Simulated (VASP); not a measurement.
# CsGa in VASP: a series of runs

CsGa is run at these levels: PBE; tasks: single point, relaxation of cell and atoms.

Program: VASP 6.6.1. These are calculated values, not measurements. Logs are shortened: lines on timing, memory, paths and dates and some standing lists are left out, and cuts for length are marked.

**1. The cell of the first run**

Symmetry: P4/mmm, No. 123, tetragonal system. Conventional cell: a = 4.438 Å, b = 4.438 Å, c = 4.460 Å, α = 90.00°, β = 90.00°, γ = 90.00°. Cs (site symmetry 4/mmm) has 8 Ga at 3.85 Å and 6 Cs at 4.44 to 4.46 Å within 5.1 Å. Ga (site symmetry 4/mmm) has 8 Cs at 3.85 Å and 6 Ga at 4.44 to 4.46 Å within 5.1 Å.

**2. Single point, PBE**

INCAR

```
PREC     = Accurate       # precision mode
ENCUT    = 520            # plane-wave cutoff, eV
EDIFF    = 1E-6           # SCF threshold, eV
ISMEAR   = 0              # smearing method
SIGMA    = 0.1            # smearing width, eV
LREAL    = False          # projectors in reciprocal space
LASPH    = True           # aspherical terms in the spheres
NELM     = 80             # most SCF steps
ALGO     = Fast           # electronic algorithm
ISIF     = 2              # what is computed and relaxed
LWAVE    = False          # write WAVECAR
LCHARG   = True           # write CHGCAR
GGA      = PE             # functional
LELF     = True           # ELF
LVHAR    = True         
NBANDS   = 18             # bands
```

KPOINTS

```
regular mesh
0
Gamma
  12 12 12
```

POSCAR

```
CsGa
1.0
    4.4381508265      0.0000000000      0.0000000000
    0.0000000000      4.4381508265      0.0000000000
    0.0000000000      0.0000000000      4.4602288345
Cs Ga
1 1
Direct
    0.5000000000      0.5000000000      0.5000000000
    0.0000000000      0.0000000000      0.0000000000
```

Potentials or basis: VASP PAW PBE potentials, release 64 (Cs_sv, Ga_d).

The run is started by

```
> cat potpaw_PBE.64/Cs_sv/POTCAR potpaw_PBE.64/Ga_d/POTCAR > POTCAR
> mpirun -np 1 vasp_std > vasp.out
```

OUTCAR:

```text
PREC = Accurate
   ENCUT = 520
   EDIFF = 1E-6
   ISMEAR = 0
   LREAL = False
   LASPH = True
   NELM = 80
   ISIF = 2
   GGA = PE

 ion  position               nearest neighbor table
   1  0.500  0.500  0.500-
   2  0.000  0.000  0.000-

  LATTYP: Found a simple tetragonal cell.
 ALAT       =     4.4381508265
 C/A-ratio  =     1.0049745961

  Lattice vectors:

 A1 = (   4.4381508265,   0.0000000000,   0.0000000000)
 A2 = (   0.0000000000,   4.4381508265,   0.0000000000)
 A3 = (   0.0000000000,   0.0000000000,   4.4602288345)

Analysis of symmetry for initial positions (statically):
=====================================================================
 Subroutine PRICEL returns:
 Original cell was already a primitive cell.

 Routine SETGRP: Setting up the symmetry group for a
 simple tetragonal supercell.

 Subroutine GETGRP returns: Found 16 space group operations
 (whereof 16 operations were pure point group operations)
 out of a pool of 16 trial point group operations.

The static configuration has the point symmetry D_4h.

Analysis of symmetry for dynamics (positions and initial velocities):
=====================================================================
 Subroutine PRICEL returns:
 Original cell was already a primitive cell.

 Routine SETGRP: Setting up the symmetry group for a
 simple tetragonal supercell.

 Subroutine GETGRP returns: Found 16 space group operations
 (whereof 16 operations were pure point group operations)
 out of a pool of 16 trial point group operations.

The dynamic configuration has the point symmetry D_4h.

 Subroutine INISYM returns: Found 16 space group operations
 (whereof 16 operations are pure point group operations),
 and found     1 'primitive' translations

----------------------------------------------------------------------------------------

                                     Primitive cell

  volume of cell :      87.8539

  direct lattice vectors                    reciprocal lattice vectors
     4.438150827  0.000000000  0.000000000     0.225319066  0.000000000  0.000000000
     0.000000000  4.438150827  0.000000000     0.000000000  0.225319066  0.000000000
     0.000000000  0.000000000  4.460228834     0.000000000  0.000000000  0.224203743

  length of vectors
     4.438150827  4.438150827  4.460228834     0.225319066  0.225319066  0.224203743

  position of ions in fractional coordinates (direct lattice)
     0.500000000  0.500000000  0.500000000
     0.000000000  0.000000000  0.000000000

  ion indices of the primitive-cell ions
   primitive index   ion index
                 1           1
                 2           2

----------------------------------------------------------------------------------------

 KPOINTS: regular mesh

Automatic generation of k-mesh.
 Grid dimensions read from file:
 generate k-points for:   12   12   12

 Generating k-lattice:

  Cartesian coordinates                     Fractional coordinates (reciprocal lattice)
     0.018776589  0.000000000  0.000000000     0.083333333  0.000000000  0.000000000
     0.000000000  0.018776589  0.000000000     0.000000000  0.083333333  0.000000000
     0.000000000  0.000000000  0.018683645     0.000000000  0.000000000  0.083333333

  Length of vectors
     0.018776589  0.018776589  0.018683645

  Shift w.r.t. Gamma in fractional coordinates (k-lattice)
     0.000000000  0.000000000  0.000000000

 Subroutine IBZKPT returns following result:
 ===========================================

 Found    196 irreducible k-points:

 Following reciprocal coordinates:
            Coordinates               Weight
  0.000000  0.000000  0.000000      1.000000
  0.083333  0.000000  0.000000      4.000000
  0.166667  0.000000  0.000000      4.000000
  0.250000  0.000000  0.000000      4.000000
  0.333333  0.000000  0.000000      4.000000
  0.416667  0.000000  0.000000      4.000000
[... 16 lines left out ...]
  0.333333  0.333333  0.000000      4.000000
  0.416667  0.333333  0.000000      8.000000
 [... further k-points ...]
   k-points           NKPTS =    196   k-points in BZ     NKDIM =    196   number of bands    NBANDS=     18
   number of dos      NEDOS =    301   number of ions     NIONS =      2
   total plane-waves  NPLWV =  46656
   dimension x,y,z NGX =    36 NGY =   36 NGZ =   36
   dimension x,y,z NGXF=    72 NGYF=   72 NGZF=   72
   ions per type =               1   1
   NGX,Y,Z   is equivalent  to a cutoff of  13.49, 13.49, 13.42 a.u.
   NGXF,Y,Z  is equivalent  to a cutoff of  26.97, 26.97, 26.84 a.u.
 SYSTEM =  unknown system
   PREC   = accura    normal or accurate (medium, high low for compatibility)
   ISTART =      0    job   : 0-new  1-cont  2-samecut
   ICHARG =      2    charge: 1-file 2-atom 10-const
   ISPIN  =      1    spin polarized calculation?
   LNONCOLLINEAR =      F non collinear calculations
   LSORBIT =      F    spin-orbit coupling
   LASPH  =      T    aspherical Exc in radial PAW
   ENCUT  =  520.0 eV  38.22 Ry    6.18 a.u.   8.25  8.25  8.29*2*pi/ulx,y,z
   NELM   =     80;   NELMIN=  2; NELMDL= -5     # of ELM steps
   EDIFF  = 0.1E-05   stopping-criterion for ELM
   LREAL  =      F    real-space projection
   EDIFFG = 0.1E-04   stopping-criterion for IOM
   NSW    =      0    number of steps for IOM
   IBRION =     -1    ionic relax: 0-MD 1-quasi-New 2-CG
   NFREE  =      0    steps in history (QN), initial steepest desc. (CG)
   ISIF   =      2    stress and relaxation
   ISYM   =      2    0-nonsym 1-usesym 2-fastsym
   POTIM  = 0.5000    time-step for ionic-motion
   TEBEG  =    0.0;   TEEND  =   0.0 temperature during run
   PSTRESS=    0.0 pullay stress
   NELECT =      22.0000    total number of electrons
   NUPDOWN=      -1.0000    fix difference up-down
   EMIN   =  10.00;   EMAX   =-10.00  energy-range for DOS
   EFERMI =   0.00;   METHOD = LEGACY
   ISMEAR =     0;   SIGMA  =   0.10  broadening in eV -4-tet -1-fermi 0-gaus
   EFERMI_NEDOS =   21; number of points for ismear=-14 and -15
   IALGO  =     68    algorithm
   IMIX   =      4    mixing-type and parameters
     AMIX     =   0.40;   BMIX     =  1.00
     AMIX_MAG =   1.60;   BMIX_MAG =  1.00
  volume/ion in A,a.u.               =      43.93       296.43
  Fermi-wavevector in a.u.,A,eV,Ry     =   1.031879  1.949968 14.487124  1.064774
  Thomas-Fermi vector in A             =   2.166049
   LORBIT       =      0    0 simple, 1 ext, 2 COOP (PROOUT), +10 PAW based schemes
   GGA     = PE    functional components
   LHFCALC =     F    Hartree Fock is set to
   AEXX    =    0.0000 exact exchange contribution
   IVDW    =     0    specifies the selected vdW correction
   LEPSILON=     F    determine dielectric tensor
   LRPA    =     F    only Hartree local field effects (RPA)
 non-spin polarized calculation
 RMM-DIIS sequential band-by-band and
 Gauss-broadening in eV      SIGMA  =   0.10
  energy-cutoff  :      520.00
  volume of cell :       87.85
 maximum number of plane-waves:      2391
 NGX is ok and might be reduce to    36
   NGX = 17   NGY = 17   NGZ = 17

 number of electron      21.9999981 magnetization

 Free energy of the ion-electron system (eV)
  ---------------------------------------------------
  ext. energy  EPLUGINS =         0.00000000
  ---------------------------------------------------
  free energy    TOTEN  =        -3.07977581 eV

  energy without entropy =       -3.06667107  energy(sigma->0) =       -3.07322344

 E-fermi :   1.9025     XC(G=0):  -7.9513

 val. band max:        1.9011743075   @ k =   0.5000   0.1667   0.5000
 cond. band min:       1.9178312850   @ k =   0.4167   0.4167   0.0833
 fundamental gap:      0.0166569774
 Fermi energy:         1.9025492878

 k-point     1 :       0.0000    0.0000    0.0000
  band No.  band energies     occupation
      1     -20.5183      2.00000
      2     -13.1997      2.00000
      3     -13.1991      2.00000
      4     -13.1982      2.00000
      5     -13.1982      2.00000
      6     -13.1975      2.00000
[... 10 lines left out ...]
     17       8.0175      0.00000
     18       8.0540      0.00000

 k-point     2 :       0.0833    0.0000    0.0000
  band No.  band energies     occupation
      1     -20.5160      2.00000
      2     -13.1996      2.00000
      3     -13.1987      2.00000
      4     -13.1984      2.00000
      5     -13.1981      2.00000
      6     -13.1977      2.00000
[... 10 lines left out ...]
     17       8.0415      0.00000
     18       8.0597      0.00000

 k-point     3 :       0.1667    0.0000    0.0000
  band No.  band energies     occupation
      1     -20.5098      2.00000
      2     -13.1995      2.00000
      3     -13.1989      2.00000
      4     -13.1982      2.00000
      5     -13.1981      2.00000
      6     -13.1975      2.00000
[... 10 lines left out ...]
     17       8.1157      0.00000
     18       8.1367      0.00000

 k-point     4 :       0.2500    0.0000    0.0000
  band No.  band energies     occupation
      1     -20.5013      2.00000
      2     -13.1996      2.00000
      3     -13.1994      2.00000
      4     -13.1989      2.00000
      5     -13.1980      2.00000
      6     -13.1958      2.00000
[... 10 lines left out ...]
     17       8.2751      0.00000
     18       8.3526      0.00000

 k-point     5 :       0.3333    0.0000    0.0000
  band No.  band energies     occupation
      1     -20.4927      2.00000
      2     -13.2003      2.00000
      3     -13.1996      2.00000
      4     -13.1993      2.00000
      5     -13.1980      2.00000
      6     -13.1942      2.00000
[... 10 lines left out ...]
     17       8.3102      0.00000
     18       8.5025      0.00000

 k-point     6 :       0.4167    0.0000    0.0000
  band No.  band energies     occupation
      1     -20.4864      2.00000
      2     -13.2008      2.00000
      3     -13.2002      2.00000
      4     -13.1992      2.00000
      5     -13.1979      2.00000
      6     -13.1930      2.00000
[... 10 lines left out ...]
     17       8.6385      0.00000
     18       8.8979      0.00000

 k-point     7 :       0.5000    0.0000    0.0000
  band No.  band energies     occupation
      1     -20.4841      2.00000
      2     -13.2010      2.00000
      3     -13.2004      2.00000
      4     -13.1992      2.00000
      5     -13.1979      2.00000
      6     -13.1925      2.00000
[... 10 lines left out ...]
     17       8.5499      0.00000
     18       8.7212      0.00000

 k-point     8 :       0.0833    0.0833    0.0000
  band No.  band energies     occupation
      1     -20.5137      2.00000
      2     -13.1994      2.00000
      3     -13.1984      2.00000
      4     -13.1984      2.00000
      5     -13.1983      2.00000
      6     -13.1979      2.00000
[... 10 lines left out ...]
     17       7.8182      0.00000
     18       8.1733      0.00000
[... 229 lines left out ...]
     17       6.8955      0.00000
     18       8.9262      0.00000

 k-point    20 :       0.3333    0.2500    0.0000
  band No.  band energies     occupation
      1     -20.4766      2.00000
      2     -13.2001      2.00000
      3     -13.2000      2.00000
      4     -13.1991      2.00000
      5     -13.1974      2.00000
      6     -13.1924      2.00000
[... 10 lines left out ...]
     17       7.3100      0.00000
     18       8.3281      0.00000

 k-point    21 :       0.4167    0.2500    0.0000
  band No.  band energies     occupation
      1     -20.4705      2.00000
      2     -13.2004      2.00000
      3     -13.2004      2.00000
      4     -13.1990      2.00000
      5     -13.1972      2.00000
      6     -13.1913      2.00000
[... 10 lines left out ...]
     17       7.7429      0.00000
     18       7.8589      0.00000

 k-point    22 :       0.5000    0.2500    0.0000
  band No.  band energies     occupation
      1     -20.4683      2.00000
      2     -13.2006      2.00000
      3     -13.2005      2.00000
      4     -13.1990      2.00000
      5     -13.1971      2.00000
      6     -13.1908      2.00000
[... 10 lines left out ...]
     17       7.6262      0.00000
     18       7.7726      0.00000

 k-point    23 :       0.3333    0.3333    0.0000
  band No.  band energies     occupation
      1     -20.4684      2.00000
      2     -13.2003      2.00000
      3     -13.1999      2.00000
      4     -13.1996      2.00000
      5     -13.1968      2.00000
      6     -13.1911      2.00000
[... 10 lines left out ...]
     17       7.7284      0.00000
     18       7.7978      0.00000

 k-point    24 :       0.4167    0.3333    0.0000
  band No.  band energies     occupation
      1     -20.4625      2.00000
      2     -13.2005      2.00000
      3     -13.2002      2.00000
      4     -13.1996      2.00000
      5     -13.1965      2.00000
      6     -13.1901      2.00000
[... 10 lines left out ...]
     17       7.2124      0.00000
     18       8.1512      0.00000

 [... further k-points ...]
[... 5 lines left out ...]
  --------------------------------------------------------------------------------------
  -------------------------------------------------------------------------------------
  Total        0.0050293      0.0050293      0.0032612      0.0000000      0.0000000      0.0000000
  in kB        0.0917176      0.0917176      0.0594744      0.0000000      0.0000000      0.0000000
  external PRESSURE =       0.0809699 kB  Pullay stress =       0.0000000 kB

 VOLUME and BASIS-vectors are now :
 -----------------------------------------------------------------------------
  energy-cutoff  :      520.00
  volume of cell :       87.85
      direct lattice vectors                 reciprocal lattice vectors
     4.438150827  0.000000000  0.000000000     0.225319066  0.000000000  0.000000000
     0.000000000  4.438150827  0.000000000     0.000000000  0.225319066  0.000000000
     0.000000000  0.000000000  4.460228834     0.000000000  0.000000000  0.224203743

 POSITION                                       TOTAL-FORCE (eV/Angst)
 -----------------------------------------------------------------------------------
      2.21908      2.21908      2.23011         0.000000      0.000000      0.000000
      0.00000      0.00000      0.00000         0.000000      0.000000      0.000000
 -----------------------------------------------------------------------------------
    total drift:                               -0.000000      0.000000      0.000000

  FREE ENERGIE OF THE ION-ELECTRON SYSTEM (eV)
  ---------------------------------------------------
  free  energy   TOTEN  =        -3.0797758110 eV

  energy  without entropy=       -3.0666710655  energy(sigma->0) =       -3.07322344
```

Wall time 8.8 min (1 thread of Oxide Virtual Turin-like, shared host); peak memory 0.41 GiB.

Results:

```
Free energy            : -3.0798 eV
Pressure               : 0.0 GPa
Band gap on the k mesh : zero (bands 11 and 12 overlap by 2.75 eV)
```

Levels at points of the mesh, in eV from the Fermi level:
```tsv
k point	band 8	band 9	band 10	band 11	band 12	band 13	band 14	band 15
(0.00, 0.00, 0.00)	-9.09	-9.09	-6.10	1.98	2.00	2.18	2.22	2.22
(0.50, 0.00, 0.00)	-9.03	-9.02	-5.04	-1.33	1.50	1.56	2.90	5.29
(0.50, 0.50, 0.00)	-9.55	-8.98	-5.30	0.31	0.31	2.20	2.62	3.96
(0.00, 0.00, 0.50)	-9.02	-9.02	-5.05	-1.33	1.55	1.55	2.89	5.30
(0.50, 0.00, 0.50)	-9.54	-8.97	-5.32	0.30	0.32	2.19	2.66	4.01
(0.50, 0.50, 0.50)	-9.43	-9.42	-4.72	-0.76	-0.76	-0.76	5.74	5.77
```

Caveat: spin-orbit coupling is left out, which moves the levels of the heavy elements.

**3. Relaxation of cell and atoms, PBE**

This run uses another cell than the first one, of 43.66 Å³/atom.

INCAR

```
SYSTEM = CsGa
PREC     = Accurate       ! precision mode
ENCUT    = 600            ! plane-wave cutoff, eV
EDIFF    = 1E-6           ! SCF threshold, eV
ISMEAR   = 0              ! smearing method
SIGMA    = 0.1            ! smearing width, eV
LREAL    = .FALSE.        ! projectors in reciprocal space
LASPH    = .TRUE.         ! aspherical terms in the spheres
NELM     = 100            ! most SCF steps
ALGO     = Fast           ! electronic algorithm
ISIF     = 3              ! what is computed and relaxed
LWAVE    = .FALSE.        ! write WAVECAR
LCHARG   = .FALSE.        ! write CHGCAR
GGA      = PE             ! functional
IBRION   = 2              ! ionic algorithm
NSW      = 100            ! ionic steps
EDIFFG   = -0.01          ! ionic threshold
```

KPOINTS

```
regular mesh
0
G
  12 12 12
  0 0 0
```

POSCAR

```
CsGa
1.0
    4.4364624308      0.0000000000      0.0000000000
    0.0000000000      4.4364624308      0.0000000000
    0.0000000000      0.0000000000      4.4364624308
Cs Ga
1 1
Direct
    0.0000000000      0.0000000000      0.0000000000
    0.5000000000      0.5000000000      0.5000000000
```

Potentials or basis: VASP PAW PBE potentials, release 64 (Cs_sv, Ga_d).

The run is started by

```
> cat potpaw_PBE.64/Cs_sv/POTCAR potpaw_PBE.64/Ga_d/POTCAR > POTCAR
> mpirun -np 1 vasp_std > vasp.out
```

Run time: 2.5 min. Hardware: 1 thread of Oxide Virtual Turin-like, shared host; peak memory 0.28 GiB.

Results (log left out):

```yaml
Free_energy: -3.0795 eV
Relaxed_volume: 43.75 Å³/atom
Relaxed_cell: a = 4.440 Å, b = 4.440 Å, c = 4.440 Å, α = 90.00°, β = 90.00°, γ = 90.00°
Space_group_after_relaxing_to_0.1_Å: Pm-3m (No. 221)
Energy_gained_by_relaxing: 0.0 meV/atom
Ionic_steps: 2
Pressure_after_relaxing: 0.0 GPa
Band_gap_on_the_k_mesh: zero (bands 11 and 12 overlap by 2.76 eV)
```

Final structure:
```xyz
2
Lattice="4.4395 0.0000 0.0000 0.0000 4.4395 0.0000 0.0000 0.0000 4.4395" Properties=species:S:1:pos:R:3 pbc="T T T"
Cs    0.0000    0.0000    0.0000
Ga    2.2198    2.2198    2.2198
```

Levels at points of the mesh, in eV from the Fermi level:
```csv
k point,band 8,band 9,band 10,band 11,band 12,band 13,band 14,band 15
"(0.00, 0.00, 0.00)",-9.09,-9.09,-6.11,1.99,1.99,2.21,2.21,2.21
"(0.50, 0.00, 0.00)",-9.02,-9.02,-5.04,-1.33,1.54,1.54,2.89,5.30
"(0.50, 0.50, 0.00)",-9.55,-8.97,-5.31,0.31,0.31,2.20,2.65,4.01
"(0.50, 0.50, 0.50)",-9.43,-9.43,-4.72,-0.77,-0.77,-0.77,5.78,5.78
```

Caveat: spin-orbit coupling is left out, which moves the levels of the heavy elements.

The gap in the log of VASP goes by the Fermi energy; the results here count the filled bands.